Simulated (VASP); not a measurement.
# BAs (F-43m) in VASP: notebook

The runs below take BAs through single point, relaxation of cell and atoms, with PBE.

All numbers are computed with VASP 6.6.1; they aren't measurements. Logs are shortened: lines on timing, memory, paths and dates and some standing lists are left out, and cuts for length are marked.

### Step 1. The cell of the first run

The structure is cubic, space group F-43m (No. 216). The conventional cell has a = 4.809 Å, b = 4.809 Å, c = 4.809 Å, α = 90.00°, β = 90.00°, γ = 90.00°. B (site symmetry -43m) has 4 As at 2.08 Å within 2.8 Å. As (site symmetry -43m) has 4 B at 2.08 Å within 2.8 Å.

### Step 2. Single point, PBE

INCAR

```
  PREC = Accurate
  ENCUT = 520
  EDIFF = 1E-6
  ISMEAR = 0
  SIGMA = 0.01
  LREAL = F
  LASPH = T
  NELM = 100
  ALGO = Normal
  ISIF = 2
  LWAVE = F
  LCHARG = F
  GGA = PE
  NBANDS = 11
```

KPOINTS

```
Automatic mesh
0
Gamma
  10 10 10
```

POSCAR

```
BAs
1.0
    0.0000000000      2.4046443048      2.4046443048
    2.4046443048      0.0000000000      2.4046443048
    2.4046443048      2.4046443048      0.0000000000
B As
1 1
Direct
    0.0000000000      0.0000000000      0.0000000000
    0.7500000000      0.7500000000      0.7500000000
```

Potentials or basis: VASP PAW PBE potentials, release 64 (B, As).

On the command line:

```bash
$ cat potpaw_PBE.64/B/POTCAR potpaw_PBE.64/As/POTCAR > POTCAR
$ mpirun -np 1 vasp_std > vasp.out
```

OUTCAR:

```text
PREC = Accurate
   ENCUT = 520
   EDIFF = 1E-6
   ISMEAR = 0
   LREAL = F
   LASPH = T
   NELM = 100
   ISIF = 2
   GGA = PE

 ion  position               nearest neighbor table
   1  0.000  0.000  0.000-   2 2.08   2 2.08   2 2.08   2 2.08
   2  0.750  0.750  0.750-   1 2.08   1 2.08   1 2.08   1 2.08

  LATTYP: Found a face centered cubic cell.
 ALAT       =     4.8092886096

  Lattice vectors:

 A1 = (   0.0000000000,   2.4046443048,   2.4046443048)
 A2 = (   2.4046443048,   0.0000000000,   2.4046443048)
 A3 = (   2.4046443048,   2.4046443048,   0.0000000000)

Analysis of symmetry for initial positions (statically):
=====================================================================
 Subroutine PRICEL returns:
 Original cell was already a primitive cell.

 Routine SETGRP: Setting up the symmetry group for a
 face centered cubic supercell.

 Subroutine GETGRP returns: Found 24 space group operations
 (whereof 24 operations were pure point group operations)
 out of a pool of 48 trial point group operations.

The static configuration has the point symmetry T_d .

Analysis of symmetry for dynamics (positions and initial velocities):
=====================================================================
 Subroutine PRICEL returns:
 Original cell was already a primitive cell.

 Routine SETGRP: Setting up the symmetry group for a
 face centered cubic supercell.

 Subroutine GETGRP returns: Found 24 space group operations
 (whereof 24 operations were pure point group operations)
 out of a pool of 48 trial point group operations.

The dynamic configuration has the point symmetry T_d .

 Subroutine INISYM returns: Found 24 space group operations
 (whereof 24 operations are pure point group operations),
 and found     1 'primitive' translations

----------------------------------------------------------------------------------------

                                     Primitive cell

  volume of cell :      27.8088

  direct lattice vectors                    reciprocal lattice vectors
     0.000000000  2.404644305  2.404644305    -0.207930961  0.207930961  0.207930961
     2.404644305  0.000000000  2.404644305     0.207930961 -0.207930961  0.207930961
     2.404644305  2.404644305  0.000000000     0.207930961  0.207930961 -0.207930961

  length of vectors
     3.400680589  3.400680589  3.400680589     0.360146988  0.360146988  0.360146988

  position of ions in fractional coordinates (direct lattice)
     0.000000000  0.000000000  0.000000000
     0.750000000  0.750000000  0.750000000

  ion indices of the primitive-cell ions
   primitive index   ion index
                 1           1
                 2           2

----------------------------------------------------------------------------------------

 KPOINTS: Automatic mesh

Automatic generation of k-mesh.
 Grid dimensions read from file:
 generate k-points for:   10   10   10

 Generating k-lattice:

  Cartesian coordinates                     Fractional coordinates (reciprocal lattice)
    -0.020793096  0.020793096  0.020793096     0.100000000  0.000000000  0.000000000
     0.020793096 -0.020793096  0.020793096     0.000000000  0.100000000  0.000000000
     0.020793096  0.020793096 -0.020793096     0.000000000  0.000000000  0.100000000

  Length of vectors
     0.036014699  0.036014699  0.036014699

  Shift w.r.t. Gamma in fractional coordinates (k-lattice)
     0.000000000  0.000000000  0.000000000

 Subroutine IBZKPT returns following result:
 ===========================================

 Found     47 irreducible k-points:

 Following reciprocal coordinates:
            Coordinates               Weight
  0.000000  0.000000  0.000000      1.000000
  0.100000  0.000000  0.000000      8.000000
  0.200000  0.000000  0.000000      8.000000
  0.300000  0.000000  0.000000      8.000000
  0.400000  0.000000  0.000000      8.000000
  0.500000  0.000000  0.000000      4.000000
[... 16 lines left out ...]
  0.300000  0.300000  0.000000      6.000000
  0.400000  0.300000  0.000000     24.000000
 [... further k-points ...]
   k-points           NKPTS =     47   k-points in BZ     NKDIM =     47   number of bands    NBANDS=     11
   number of dos      NEDOS =    301   number of ions     NIONS =      2
   total plane-waves  NPLWV =  21952
   dimension x,y,z NGX =    28 NGY =   28 NGZ =   28
   dimension x,y,z NGXF=    56 NGYF=   56 NGZF=   56
   ions per type =               1   1
   NGX,Y,Z   is equivalent  to a cutoff of  13.69, 13.69, 13.69 a.u.
   NGXF,Y,Z  is equivalent  to a cutoff of  27.38, 27.38, 27.38 a.u.
 SYSTEM =  unknown system
   PREC   = accura    normal or accurate (medium, high low for compatibility)
   ISTART =      0    job   : 0-new  1-cont  2-samecut
   ICHARG =      2    charge: 1-file 2-atom 10-const
   ISPIN  =      1    spin polarized calculation?
   LNONCOLLINEAR =      F non collinear calculations
   LSORBIT =      F    spin-orbit coupling
   LASPH  =      T    aspherical Exc in radial PAW
   ENCUT  =  520.0 eV  38.22 Ry    6.18 a.u.   6.32  6.32  6.32*2*pi/ulx,y,z
   NELM   =    100;   NELMIN=  2; NELMDL= -5     # of ELM steps
   EDIFF  = 0.1E-05   stopping-criterion for ELM
   LREAL  =      F    real-space projection
   EDIFFG = 0.1E-04   stopping-criterion for IOM
   NSW    =      0    number of steps for IOM
   IBRION =     -1    ionic relax: 0-MD 1-quasi-New 2-CG
   NFREE  =      0    steps in history (QN), initial steepest desc. (CG)
   ISIF   =      2    stress and relaxation
   ISYM   =      2    0-nonsym 1-usesym 2-fastsym
   POTIM  = 0.5000    time-step for ionic-motion
   TEBEG  =    0.0;   TEEND  =   0.0 temperature during run
   PSTRESS=    0.0 pullay stress
   NELECT =       8.0000    total number of electrons
   NUPDOWN=      -1.0000    fix difference up-down
   EMIN   =  10.00;   EMAX   =-10.00  energy-range for DOS
   EFERMI =   0.00;   METHOD = LEGACY
   ISMEAR =     0;   SIGMA  =   0.01  broadening in eV -4-tet -1-fermi 0-gaus
   EFERMI_NEDOS =   21; number of points for ismear=-14 and -15
   IALGO  =     38    algorithm
   IMIX   =      4    mixing-type and parameters
     AMIX     =   0.40;   BMIX     =  1.00
     AMIX_MAG =   1.60;   BMIX_MAG =  1.00
  volume/ion in A,a.u.               =      13.90        93.83
  Fermi-wavevector in a.u.,A,eV,Ry     =   1.080714  2.042253 15.890817  1.167942
  Thomas-Fermi vector in A             =   2.216712
   LORBIT       =      0    0 simple, 1 ext, 2 COOP (PROOUT), +10 PAW based schemes
   GGA     = PE    functional components
   LHFCALC =     F    Hartree Fock is set to
   AEXX    =    0.0000 exact exchange contribution
   IVDW    =     0    specifies the selected vdW correction
   LEPSILON=     F    determine dielectric tensor
   LRPA    =     F    only Hartree local field effects (RPA)
 non-spin polarized calculation
 Gauss-broadening in eV      SIGMA  =   0.01
  energy-cutoff  :      520.00
  volume of cell :       27.81
 maximum number of plane-waves:       763
 NGX is ok and might be reduce to    28
   NGX = 13   NGY = 13   NGZ = 13

 number of electron       8.0000000 magnetization

 Free energy of the ion-electron system (eV)
  ---------------------------------------------------
  ext. energy  EPLUGINS =         0.00000000
  ---------------------------------------------------
  free energy    TOTEN  =       -11.41342937 eV

  energy without entropy =      -11.41342937  energy(sigma->0) =      -11.41342937

 E-fermi :   6.0338     XC(G=0): -10.4969

 val. band max:        5.9051843439   @ k =   0.0000   0.0000   0.0000
 cond. band min:       7.1012647372   @ k =   0.4000   0.4000   0.0000
 fundamental gap:      1.1960803933
 Fermi energy:         6.0338266284

 k-point     1 :       0.0000    0.0000    0.0000
  band No.  band energies     occupation
      1      -9.3132      2.00000
      2       5.9052      2.00000
      3       5.9052      2.00000
      4       5.9052      2.00000
      5       9.1566      0.00000
      6       9.1566      0.00000
      7       9.1566      0.00000
      8      10.3363      0.00000
      9      15.3909      0.00000
     10      18.7744      0.00000
     11      18.7744      0.00000

 k-point     2 :       0.1000    0.0000    0.0000
  band No.  band energies     occupation
      1      -9.1521      2.00000
      2       4.5213      2.00000
      3       5.6106      2.00000
      4       5.6106      2.00000
      5       9.2593      0.00000
      6       9.5452      0.00000
      7       9.5452      0.00000
      8      11.2560      0.00000
      9      16.0217      0.00000
     10      17.7318      0.00000
     11      17.7318      0.00000

 k-point     3 :       0.2000    0.0000    0.0000
  band No.  band energies     occupation
      1      -8.6771      2.00000
      2       2.1887      2.00000
      3       5.0473      2.00000
      4       5.0473      2.00000
      5       9.0138      0.00000
      6      10.2514      0.00000
      7      10.2514      0.00000
      8      12.9218      0.00000
      9      17.0170      0.00000
     10      17.0221      0.00000
     11      17.0221      0.00000

 k-point     4 :       0.3000    0.0000    0.0000
  band No.  band energies     occupation
      1      -7.9255      2.00000
      2      -0.0645      2.00000
      3       4.5480      2.00000
      4       4.5480      2.00000
      5       8.7315      0.00000
      6      10.6577      0.00000
      7      10.6577      0.00000
      8      14.2379      0.00000
      9      17.1362      0.00000
     10      17.4505      0.00000
     11      17.4505      0.00000

 k-point     5 :       0.4000    0.0000    0.0000
  band No.  band energies     occupation
      1      -7.0313      2.00000
      2      -1.9011      2.00000
      3       4.2272      2.00000
      4       4.2272      2.00000
      5       8.5438      0.00000
      6      10.6954      0.00000
      7      10.6954      0.00000
      8      14.7089      0.00000
      9      17.8170      0.00000
     10      18.9331      0.00000
     11      18.9331      0.00000
[... 211 lines left out ...]
 k-point    21 :      -0.3000    0.2000    0.0000
  band No.  band energies     occupation
      1      -6.8207      2.00000
      2      -1.0448      2.00000
      3       1.3716      2.00000
      4       3.9894      2.00000
      5       9.3833      0.00000
      6      11.7799      0.00000
      7      12.0242      0.00000
      8      13.9105      0.00000
      9      16.5429      0.00000
     10      17.8779      0.00000
     11      21.0220      0.00000

 k-point    22 :      -0.2000    0.2000    0.0000
  band No.  band energies     occupation
      1      -7.6673      2.00000
      2       0.4872      2.00000
      3       1.9171      2.00000
      4       4.6365      2.00000
      5       9.7616      0.00000
      6      10.9696      0.00000
      7      11.8324      0.00000
      8      12.8109      0.00000
      9      15.7610      0.00000
     10      18.4004      0.00000
     11      19.8779      0.00000

 k-point    23 :       0.3000    0.3000    0.0000
  band No.  band energies     occupation
      1      -7.4351      2.00000
      2       0.7201      2.00000
      3       2.7833      2.00000
      4       2.7833      2.00000
      5       7.3147      0.00000
      6       9.5505      0.00000
      7      14.2311      0.00000
      8      14.2311      0.00000
      9      16.7236      0.00000
     10      20.7388      0.00000
     11      20.8953      0.00000

 k-point    24 :       0.4000    0.3000    0.0000
  band No.  band energies     occupation
      1      -6.7242      2.00000
      2      -0.4987      2.00000
      3       2.0122      2.00000
      4       2.4918      2.00000
      5       7.6117      0.00000
      6       9.2932      0.00000
      7      14.5979      0.00000
      8      14.8415      0.00000
      9      17.7830      0.00000
     10      21.4656      0.00000
     11      21.6457      0.00000

 [... further k-points ...]
[... 5 lines left out ...]
  --------------------------------------------------------------------------------------
  -------------------------------------------------------------------------------------
  Total        0.1027984      0.1027984      0.1027984     -0.0000000      0.0000000     -0.0000000
  in kB        5.9226294      5.9226294      5.9226294     -0.0000000      0.0000000     -0.0000000
  external PRESSURE =       5.9226294 kB  Pullay stress =       0.0000000 kB

 VOLUME and BASIS-vectors are now :
 -----------------------------------------------------------------------------
  energy-cutoff  :      520.00
  volume of cell :       27.81
      direct lattice vectors                 reciprocal lattice vectors
     0.000000000  2.404644305  2.404644305    -0.207930961  0.207930961  0.207930961
     2.404644305  0.000000000  2.404644305     0.207930961 -0.207930961  0.207930961
     2.404644305  2.404644305  0.000000000     0.207930961  0.207930961 -0.207930961

 POSITION                                       TOTAL-FORCE (eV/Angst)
 -----------------------------------------------------------------------------------
      0.00000      0.00000      0.00000         0.000000     -0.000000     -0.000000
      3.60697      3.60697      3.60697        -0.000000      0.000000      0.000000
 -----------------------------------------------------------------------------------
    total drift:                                0.000000      0.000000      0.000000

  FREE ENERGIE OF THE ION-ELECTRON SYSTEM (eV)
  ---------------------------------------------------
  free  energy   TOTEN  =       -11.4134293673 eV

  energy  without entropy=      -11.4134293673  energy(sigma->0) =      -11.41342937
```

Wall time 7.9 s (1 thread of AMD EPYC 9R45 (Zen 5), shared host); peak memory 0.13 GiB.

What came out:

| Quantity | Value |
| --- | --- |
| Free energy | -11.4134 eV |
| Pressure | 0.6 GPa |
| Band gap on the k mesh | 1.20 eV, indirect (least direct gap 3.25 eV) |

Levels at points of the mesh, in eV from the valence-band top:
| k point | band 1 | band 2 | band 3 | band 4 | band 5 | band 6 | band 7 | band 8 |
| --- | --- | --- | --- | --- | --- | --- | --- | --- |
| (0.00, 0.00, 0.00) | -15.22 | 0.00 | 0.00 | 0.00 | 3.25 | 3.25 | 3.25 | 4.43 |
| (0.50, 0.00, 0.00) | -12.42 | -8.64 | -1.79 | -1.79 | 2.57 | 4.76 | 4.76 | 8.82 |
| (0.50, 0.50, 0.00) | -11.13 | -8.42 | -4.00 | -4.00 | 1.45 | 1.46 | 11.17 | 11.17 |

A k mesh can miss the band edges. A hybrid or GW would open this gap; PBE tends to underestimate it.

### Step 3. Relaxation of cell and atoms, PBE

INCAR

```
SYSTEM = BAs
ALGO = Normal ; EDIFF = 1E-7
EDIFFG = -0.001 ; ENCUT = 600
GGA = PE ; IBRION = 2
ISIF = 3 ; ISMEAR = 0
LASPH = .True. ; LCHARG = .False.
LREAL = .False. ; LWAVE = .False.
NELM = 80 ; NSW = 80
PREC = Accurate ; SIGMA = 0.01
```

KPOINTS

```
k-points
0
Gamma
  10 10 10
  0 0 0
```

POSCAR

```
BAs
1.0
    0.0000000000      2.4044111608      2.4044111608
    2.4044111608      0.0000000000      2.4044111608
    2.4044111608      2.4044111608      0.0000000000
B As
1 1
Direct
    0.0000000000      0.0000000000      0.0000000000
    0.7500000000      0.7500000000      0.7500000000
```

Potentials or basis: VASP PAW PBE potentials, release 64 (B, As).

On the command line:

```bash
$ cat potpaw_PBE.64/B/POTCAR potpaw_PBE.64/As/POTCAR > POTCAR
$ mpirun -np 1 vasp_std > vasp.out
```

Wall time 16 s (1 thread of AMD EPYC 9R45 (Zen 5), shared host); peak memory 0.14 GiB.

It converged, with:

| Property | Result |
| --- | --- |
| Free energy | -11.4145 eV |
| Relaxed volume | 13.97 Å³/atom |
| Relaxed cell | a = 3.406 Å, b = 3.406 Å, c = 3.406 Å, α = 60.00°, β = 60.00°, γ = 60.00° |
| Space group after relaxing (to 0.05 Å) | F-43m (No. 216) |
| Energy gained by relaxing | 0.1 meV/atom |
| Ionic steps | 4 |
| Pressure after relaxing | 0.0 GPa |
| Band gap on the k mesh | 1.20 eV, indirect (least direct gap 3.25 eV) |

The path:
```csv
step,energy change (eV),largest force (eV/Å),pressure (GPa),volume (Å³)
1,0.0000,0.0000,0.63,27.80
2,-0.0001,0.0000,-0.42,28.02
3,-0.0003,0.0000,0.01,27.93
4,-0.0003,0.0000,0.00,27.93
```

Final structure:
```xyz
2
Lattice="0.0000 2.4082 2.4082 2.4082 0.0000 2.4082 2.4082 2.4082 0.0000" Properties=species:S:1:pos:R:3 pbc="T T T"
B     0.0000    2.4082    2.4082
As    3.6123    3.6123    3.6123
```

Levels at points of the mesh, in eV from the valence-band top:
```csv
k point,band 1,band 2,band 3,band 4,band 5,band 6,band 7,band 8
"(0.00, 0.00, 0.00)",-15.18,0.00,0.00,0.00,3.25,3.25,3.25,4.38
"(0.50, 0.00, 0.00)",-12.40,-8.61,-1.78,-1.78,2.55,4.75,4.75,8.82
"(0.50, 0.50, 0.00)",-11.12,-8.39,-3.98,-3.98,1.46,1.46,11.13,11.13
```

A k mesh can miss the band edges. PBE usually gives volumes a little too large and moduli too small.

(Part 1 of 2 ends here.)
